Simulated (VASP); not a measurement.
# LuZrBr6 (P-62m) in VASP: a series of runs

Runs on LuZrBr6. Level: PBE. Tasks: single point.

Everything below comes from runs of VASP 6.6.1. Logs are shortened: lines on timing, memory, paths and dates and some standing lists are left out, and cuts for length are marked.

## Step 1: The cell of the first run

It takes space group P-62m (No. 189, hexagonal). Conventional cell: a = 7.345 Å, b = 7.345 Å, c = 7.085 Å, α = 90.00°, β = 90.00°, γ = 120.00°. Within 3.7 Å of Lu (site symmetry -62m) lie 6 Br at 2.77 Å and 2 Zr at 3.54 Å. Zr (site symmetry -62m) has 6 Br at 2.71 Å and 2 Lu at 3.54 Å within 3.6 Å. Within 3.6 Å of Br (site symmetry m) lie 1 Zr at 2.71 Å and 1 Lu at 2.77 Å and 1 Br at 3.44 Å.

## Step 2: Single point, PBE

Contents of INCAR:

```
SYSTEM = LuZrBr6
PREC = Accurate
ENCUT = 520
EDIFF = 1E-6
ISMEAR = 0
SIGMA = 0.1
LREAL = .False.
LASPH = .True.
NELM = 60
ALGO = Normal
ISIF = 2
LWAVE = .False.
LCHARG = .False.
GGA = PE
NBANDS = 50
```

Contents of KPOINTS:

```
regular mesh
0
Gamma
  3 3 4
  0 0 0
```

Contents of POSCAR:

```
LuZrBr6
1.0
    7.3448823564      0.0000000000      0.0000000000
   -3.6724411782      6.3608547084      0.0000000000
    0.0000000000      0.0000000000      7.0853120423
Lu Zr Br
1 1 6
Direct
    0.0000000000      0.0000000000      0.0000000000
    0.0000000000      0.0000000000      0.5000000000
    0.2843297839      0.0000000000      0.7428931006
    0.0000000000      0.2843297839      0.7428931006
    0.7156702161      0.7156702161      0.7428931006
    0.2843297839      0.0000000000      0.2571068994
    0.0000000000      0.2843297839      0.2571068994
    0.7156702161      0.7156702161      0.2571068994
```

Potentials or basis: VASP PAW PBE potentials, release 64 (Lu, Zr_sv, Br).

Run with:

```sh
$ cat potpaw_PBE.64/Lu/POTCAR potpaw_PBE.64/Zr_sv/POTCAR potpaw_PBE.64/Br/POTCAR > POTCAR
$ mpirun -np 1 vasp_std > vasp.out
```

OUTCAR:

```text
SYSTEM = LuZrBr6
   PREC = Accurate
   ENCUT = 520
   EDIFF = 1E-6
   ISMEAR = 0
   LREAL = .False.
   LASPH = .True.
   NELM = 60
   ISIF = 2
   GGA = PE

 ion  position               nearest neighbor table
   1  0.000  0.000  0.000-   4 2.77   5 2.77   7 2.77   8 2.77   3 2.77   6 2.77   2 3.54   2 3.54

   2  0.000  0.000  0.500-   4 2.71   5 2.71   7 2.71   8 2.71   3 2.71   6 2.71   1 3.54   1 3.54

   3  0.284  0.000  0.743-   2 2.71   1 2.77
   4  0.000  0.284  0.743-   2 2.71   1 2.77
   5  0.716  0.716  0.743-   2 2.71   1 2.77
   6  0.284  0.000  0.257-   2 2.71   1 2.77
   7  0.000  0.284  0.257-   2 2.71   1 2.77
   8  0.716  0.716  0.257-   2 2.71   1 2.77

  LATTYP: Found a hexagonal cell.
 ALAT       =     7.3448823564
 C/A-ratio  =     0.9646597043

  Lattice vectors:

 A1 = (   7.3448823564,   0.0000000000,   0.0000000000)
 A2 = (  -3.6724411782,   6.3608547084,   0.0000000000)
 A3 = (   0.0000000000,   0.0000000000,   7.0853120423)

Analysis of symmetry for initial positions (statically):
=====================================================================
 Subroutine PRICEL returns:
 Original cell was already a primitive cell.

 Routine SETGRP: Setting up the symmetry group for a
 hexagonal supercell.

 Subroutine GETGRP returns: Found 12 space group operations
 (whereof 12 operations were pure point group operations)
 out of a pool of 24 trial point group operations.

The static configuration has the point symmetry D_3h.

Analysis of symmetry for dynamics (positions and initial velocities):
=====================================================================
 Subroutine PRICEL returns:
 Original cell was already a primitive cell.

 Routine SETGRP: Setting up the symmetry group for a
 hexagonal supercell.

 Subroutine GETGRP returns: Found 12 space group operations
 (whereof 12 operations were pure point group operations)
 out of a pool of 24 trial point group operations.

The dynamic configuration has the point symmetry D_3h.

 Subroutine INISYM returns: Found 12 space group operations
 (whereof 12 operations are pure point group operations),
 and found     1 'primitive' translations

----------------------------------------------------------------------------------------

                                     Primitive cell

  volume of cell :     331.0239

  direct lattice vectors                    reciprocal lattice vectors
     7.344882356  0.000000000  0.000000000     0.136149219  0.078605789  0.000000000
    -3.672441178  6.360854708  0.000000000     0.000000000  0.157211577  0.000000000
     0.000000000  0.000000000  7.085312042     0.000000000  0.000000000  0.141137044

  length of vectors
     7.344882356  7.344882356  7.085312042     0.157211577  0.157211577  0.141137044

  position of ions in fractional coordinates (direct lattice)
     0.000000000  0.000000000  0.000000000
     0.000000000  0.000000000  0.500000000
     0.284329784  0.000000000  0.742893101
     0.000000000  0.284329784  0.742893101
     0.715670216  0.715670216  0.742893101
     0.284329784  0.000000000  0.257106899
     0.000000000  0.284329784  0.257106899
     0.715670216  0.715670216  0.257106899

  ion indices of the primitive-cell ions
   primitive index   ion index
                 1           1
                 2           2
                 3           3
                 4           4
                 5           5
                 6           6
                 7           7
                 8           8

----------------------------------------------------------------------------------------

 KPOINTS: regular mesh

Automatic generation of k-mesh.
 Grid dimensions read from file:
 generate k-points for:    3    3    4

 Generating k-lattice:

  Cartesian coordinates                     Fractional coordinates (reciprocal lattice)
     0.045383073  0.026201930  0.000000000     0.333333333  0.000000000  0.000000000
     0.000000000  0.052403859  0.000000000     0.000000000  0.333333333  0.000000000
     0.000000000  0.000000000  0.035284261     0.000000000  0.000000000  0.250000000

  Length of vectors
     0.052403859  0.052403859  0.035284261

  Shift w.r.t. Gamma in fractional coordinates (k-lattice)
     0.000000000  0.000000000  0.000000000

 Subroutine IBZKPT returns following result:
 ===========================================

 Found      9 irreducible k-points:

 Following reciprocal coordinates:
            Coordinates               Weight
  0.000000  0.000000  0.000000      1.000000
  0.333333  0.000000  0.000000      6.000000
  0.333333  0.333333  0.000000      2.000000
  0.000000  0.000000  0.250000      2.000000
  0.333333  0.000000  0.250000     12.000000
  0.333333  0.333333  0.250000      4.000000
  0.000000  0.000000  0.500000      1.000000
  0.333333  0.000000  0.500000      6.000000
  0.333333  0.333333  0.500000      2.000000
   k-points           NKPTS =      9   k-points in BZ     NKDIM =      9   number of bands    NBANDS=     50
   number of dos      NEDOS =    301   number of ions     NIONS =      8
   total plane-waves  NPLWV = 169344
   dimension x,y,z NGX =    56 NGY =   56 NGZ =   54
   dimension x,y,z NGXF=   112 NGYF=  112 NGZF=  108
   ions per type =               1   1   6
   NGX,Y,Z   is equivalent  to a cutoff of  12.68, 12.68, 12.67 a.u.
   NGXF,Y,Z  is equivalent  to a cutoff of  25.35, 25.35, 25.34 a.u.
 SYSTEM =  LuZrBr6
   PREC   = accura    normal or accurate (medium, high low for compatibility)
   ISTART =      0    job   : 0-new  1-cont  2-samecut
   ICHARG =      2    charge: 1-file 2-atom 10-const
   ISPIN  =      1    spin polarized calculation?
   LNONCOLLINEAR =      F non collinear calculations
   LSORBIT =      F    spin-orbit coupling
   LASPH  =      T    aspherical Exc in radial PAW
   ENCUT  =  520.0 eV  38.22 Ry    6.18 a.u.  13.66 13.66 13.17*2*pi/ulx,y,z
   NELM   =     60;   NELMIN=  2; NELMDL= -5     # of ELM steps
   EDIFF  = 0.1E-05   stopping-criterion for ELM
   LREAL  =      F    real-space projection
   EDIFFG = 0.1E-04   stopping-criterion for IOM
   NSW    =      0    number of steps for IOM
   IBRION =     -1    ionic relax: 0-MD 1-quasi-New 2-CG
   NFREE  =      0    steps in history (QN), initial steepest desc. (CG)
   ISIF   =      2    stress and relaxation
   ISYM   =      2    0-nonsym 1-usesym 2-fastsym
   POTIM  = 0.5000    time-step for ionic-motion
   TEBEG  =    0.0;   TEEND  =   0.0 temperature during run
   PSTRESS=    0.0 pullay stress
   NELECT =      79.0000    total number of electrons
   NUPDOWN=      -1.0000    fix difference up-down
   EMIN   =  10.00;   EMAX   =-10.00  energy-range for DOS
   EFERMI =   0.00;   METHOD = LEGACY
   ISMEAR =     0;   SIGMA  =   0.10  broadening in eV -4-tet -1-fermi 0-gaus
   EFERMI_NEDOS =   21; number of points for ismear=-14 and -15
   IALGO  =     38    algorithm
   IMIX   =      4    mixing-type and parameters
     AMIX     =   0.40;   BMIX     =  1.00
     AMIX_MAG =   1.60;   BMIX_MAG =  1.00
  volume/ion in A,a.u.               =      41.38       279.23
  Fermi-wavevector in a.u.,A,eV,Ry     =   1.015463  1.918947 14.029852  1.031165
  Thomas-Fermi vector in A             =   2.148750
   LORBIT       =      0    0 simple, 1 ext, 2 COOP (PROOUT), +10 PAW based schemes
   GGA     = PE    functional components
   LHFCALC =     F    Hartree Fock is set to
   AEXX    =    0.0000 exact exchange contribution
   IVDW    =     0    specifies the selected vdW correction
   LEPSILON=     F    determine dielectric tensor
   LRPA    =     F    only Hartree local field effects (RPA)
 non-spin polarized calculation
 Gauss-broadening in eV      SIGMA  =   0.10
  energy-cutoff  :      520.00
  volume of cell :      331.02
 maximum number of plane-waves:      8978
 NGX is ok and might be reduce to    54
   NGX = 27   NGY = 27   NGZ = 27

 number of electron      79.0000001 magnetization

 Free energy of the ion-electron system (eV)
  ---------------------------------------------------
  ext. energy  EPLUGINS =         0.00000000
  ---------------------------------------------------
  free energy    TOTEN  =       -35.20202080 eV

  energy without entropy =      -35.17641449  energy(sigma->0) =      -35.18921764

 E-fermi :   1.3094     XC(G=0):  -7.0002

 val. band max:        1.2622649146   @ k =   0.3333   0.3333   0.2500
 cond. band min:       1.3136009747   @ k =   0.3333   0.0000   0.2500
 fundamental gap:      0.0513360601
 Fermi energy:         1.3093880411

 k-point     1 :       0.0000    0.0000    0.0000
  band No.  band energies     occupation
      1     -56.1050      2.00000
      2     -49.4758      2.00000
      3     -27.6165      2.00000
      4     -27.6165      2.00000
      5     -27.3154      2.00000
      6     -26.8437      2.00000
[... 42 lines left out ...]
     49       5.2663      0.00000
     50       5.2777      0.00000

 k-point     2 :       0.3333    0.0000    0.0000
  band No.  band energies     occupation
      1     -56.1050      2.00000
      2     -49.4758      2.00000
      3     -27.6165      2.00000
      4     -27.6165      2.00000
      5     -27.3154      2.00000
      6     -26.8438      2.00000
[... 42 lines left out ...]
     49       5.1784      0.00000
     50       5.2879      0.00000

 k-point     3 :       0.3333    0.3333    0.0000
  band No.  band energies     occupation
      1     -56.1050      2.00000
      2     -49.4758      2.00000
      3     -27.6165      2.00000
      4     -27.6165      2.00000
      5     -27.3154      2.00000
      6     -26.8438      2.00000
[... 42 lines left out ...]
     49       5.2286      0.00000
     50       5.2664      0.00000

 k-point     4 :       0.0000    0.0000    0.2500
  band No.  band energies     occupation
      1     -56.1050      2.00000
      2     -49.4759      2.00000
      3     -27.6163      2.00000
      4     -27.6163      2.00000
      5     -27.3028      2.00000
      6     -26.8441      2.00000
[... 42 lines left out ...]
     49       4.9157      0.00000
     50       4.9159      0.00000

 k-point     5 :       0.3333    0.0000    0.2500
  band No.  band energies     occupation
      1     -56.1050      2.00000
      2     -49.4759      2.00000
      3     -27.6163      2.00000
      4     -27.6163      2.00000
      5     -27.3028      2.00000
      6     -26.8441      2.00000
[... 42 lines left out ...]
     49       4.8244      0.00000
     50       5.0264      0.00000

 k-point     6 :       0.3333    0.3333    0.2500
  band No.  band energies     occupation
      1     -56.1050      2.00000
      2     -49.4759      2.00000
      3     -27.6163      2.00000
      4     -27.6163      2.00000
      5     -27.3028      2.00000
      6     -26.8441      2.00000
[... 42 lines left out ...]
     49       4.8367      0.00000
     50       5.2948      0.00000

 k-point     7 :       0.0000    0.0000    0.5000
  band No.  band energies     occupation
      1     -56.1050      2.00000
      2     -49.4759      2.00000
      3     -27.6160      2.00000
      4     -27.6160      2.00000
      5     -27.2895      2.00000
      6     -26.8444      2.00000
[... 42 lines left out ...]
     49       4.6133      0.00000
     50       4.6746      0.00000

 k-point     8 :       0.3333    0.0000    0.5000
  band No.  band energies     occupation
      1     -56.1050      2.00000
      2     -49.4759      2.00000
      3     -27.6160      2.00000
      4     -27.6160      2.00000
      5     -27.2895      2.00000
      6     -26.8444      2.00000
[... 42 lines left out ...]
     49       4.6862      0.00000
     50       5.3346      0.00000

 k-point     9 :       0.3333    0.3333    0.5000
  band No.  band energies     occupation
      1     -56.1050      2.00000
      2     -49.4759      2.00000
      3     -27.6160      2.00000
      4     -27.6160      2.00000
      5     -27.2895      2.00000
      6     -26.8444      2.00000
[... 42 lines left out ...]
     49       4.5974      0.00000
     50       5.7079      0.00000

------------------------ aborting loop because EDIFF is reached ----------------------------------------

  FORCE on cell =-STRESS in cart. coord.  units (eV):
  Direction    XX          YY          ZZ          XY          YZ          ZX
  --------------------------------------------------------------------------------------
  -------------------------------------------------------------------------------------
  Total        0.1354275      0.1354275      0.0262869      0.0000000      0.0000000      0.0000000
  in kB        0.6554781      0.6554781      0.1272303      0.0000000      0.0000000      0.0000000
  external PRESSURE =       0.4793955 kB  Pullay stress =       0.0000000 kB

 VOLUME and BASIS-vectors are now :
 -----------------------------------------------------------------------------
  energy-cutoff  :      520.00
  volume of cell :      331.02
      direct lattice vectors                 reciprocal lattice vectors
     7.344882356  0.000000000  0.000000000     0.136149219  0.078605789  0.000000000
    -3.672441178  6.360854708  0.000000000     0.000000000  0.157211577  0.000000000
     0.000000000  0.000000000  7.085312042     0.000000000  0.000000000  0.141137044

 POSITION                                       TOTAL-FORCE (eV/Angst)
 -----------------------------------------------------------------------------------
      0.00000      0.00000      0.00000        -0.000000      0.000000     -0.000000
      0.00000      0.00000      3.54266        -0.000000      0.000000     -0.000000
      2.08837      0.00000      5.26363         0.010094      0.000000     -0.014569
     -1.04418      1.80858      5.26363        -0.005047      0.008742     -0.014569
      2.62826      4.55227      5.26363        -0.005047     -0.008742     -0.014569
      2.08837      0.00000      1.82168         0.010094      0.000000      0.014569
     -1.04418      1.80858      1.82168        -0.005047      0.008742      0.014569
      2.62826      4.55227      1.82168        -0.005047     -0.008742      0.014569
 -----------------------------------------------------------------------------------
    total drift:                                0.000000      0.000001      0.000000

  FREE ENERGIE OF THE ION-ELECTRON SYSTEM (eV)
  ---------------------------------------------------
  free  energy   TOTEN  =       -35.2020208030 eV

  energy  without entropy=      -35.1764144869  energy(sigma->0) =      -35.18921764
```

Run time: 4.8 min. Hardware: 1 thread of Oxide Virtual Turin-like, shared host; peak memory 0.47 GiB.

Results:

```yaml
Free_energy: -35.2020 eV
Pressure: 0.0 GPa
Largest_force: 0.018 eV/Å
```

Forces on the atoms (eV/Å):
```
Lu   0.000  0.000  0.000
Zr   0.000  0.000  0.000
Br   0.010  0.000 -0.015
Br  -0.005  0.009 -0.015
Br  -0.005 -0.009 -0.015
Br   0.010  0.000  0.015
Br  -0.005  0.009  0.015
Br  -0.005 -0.009  0.015
```

Caveat: spin-orbit coupling is left out, which moves the levels of the heavy elements; an odd number of electrons without spin polarisation forces a metal; a magnetic or distorted state may lie lower.

## Step 3: Single point, PBE

This run uses another cell than the first one, of 33.88 Å³/atom, 0.819 times its volume.

Contents of INCAR:

```
ALGO = Normal ; EDIFF = 1E-6
ENCUT = 520 ; GGA = PE
ISIF = 2 ; ISMEAR = 0
LASPH = T ; LCHARG = T
LELF = T ; LREAL = F
LVHAR = T ; LWAVE = F
NBANDS = 50 ; NELM = 100
PREC = Accurate ; SIGMA = 0.1
```

Contents of KPOINTS:

```
k-points
0
Gamma
  6 6 2
```

Contents of POSCAR:

```
LuZrBr6
1.0
    5.3678222700      0.0000000000      0.0000000000
   -2.6839111300      4.6486704500      0.0000000000
    0.0000000000      0.0000000000     10.8624372700
Lu Zr Br
1 1 6
Direct
    0.0000000000      0.0000000000      0.0000000000
    0.0000000000      0.0000000000      0.5000000000
    0.3952277900      0.0000000000      0.6856942600
    0.0000000000      0.3952277900      0.6856942600
    0.6047722100      0.6047722100      0.6856942600
    0.3952277900      0.0000000000      0.3143057400
    0.0000000000      0.3952277900      0.3143057400
    0.6047722100      0.6047722100      0.3143057400
```

Potentials or basis: VASP PAW PBE potentials, release 64 (Lu, Zr_sv, Br).

Run with:

```sh
$ cat potpaw_PBE.64/Lu/POTCAR potpaw_PBE.64/Zr_sv/POTCAR potpaw_PBE.64/Br/POTCAR > POTCAR
$ mpirun -np 1 vasp_std > vasp.out
```

Run time: 6.6 min. Hardware: 1 thread of Oxide Virtual Turin-like, shared host; peak memory 0.43 GiB.

The run converged. Its results:

```
Free energy   : -21.5127 eV
Pressure      : 3.8 GPa
Largest force : 2.533 eV/Å
```

Forces in eV/Å, atoms in the order of the input:
```
Lu   0.000  0.000  0.000
Zr   0.000  0.000  0.000
Br  -2.402  0.000 -0.804
Br   1.201 -2.080 -0.804
Br   1.201  2.080 -0.804
Br  -2.402  0.000  0.804
Br   1.201 -2.080  0.804
Br   1.201  2.080  0.804
```

Stress tensor (GPa, compression positive):
```
 11.09   0.00   0.00
  0.00  11.09   0.00
  0.00   0.00 -10.84
```

Levels at points of the mesh, in eV from the Fermi level:
| k point | band 36 | band 37 | band 38 | band 39 | band 40 | band 41 | band 42 | band 43 | band 44 | band 45 |
| --- | --- | --- | --- | --- | --- | --- | --- | --- | --- | --- |
| (0.00, 0.00, 0.00) | -2.30 | 0.13 | 0.13 | 0.34 | 0.54 | 0.54 | 0.59 | 0.59 | 0.86 | 0.86 |
| (0.50, 0.00, 0.00) | -1.78 | -1.69 | -1.24 | -0.78 | -0.04 | 0.27 | 0.36 | 0.40 | 0.65 | 0.76 |
| (0.00, 0.00, 0.50) | -1.96 | 0.15 | 0.15 | 0.36 | 0.37 | 0.37 | 0.70 | 0.70 | 0.79 | 0.87 |
| (0.50, 0.00, 0.50) | -1.78 | -1.69 | -0.97 | -0.76 | -0.09 | 0.31 | 0.34 | 0.43 | 0.50 | 0.72 |

Caveat: spin-orbit coupling is left out, which moves the levels of the heavy elements; an odd number of electrons without spin polarisation forces a metal; a magnetic or distorted state may lie lower.
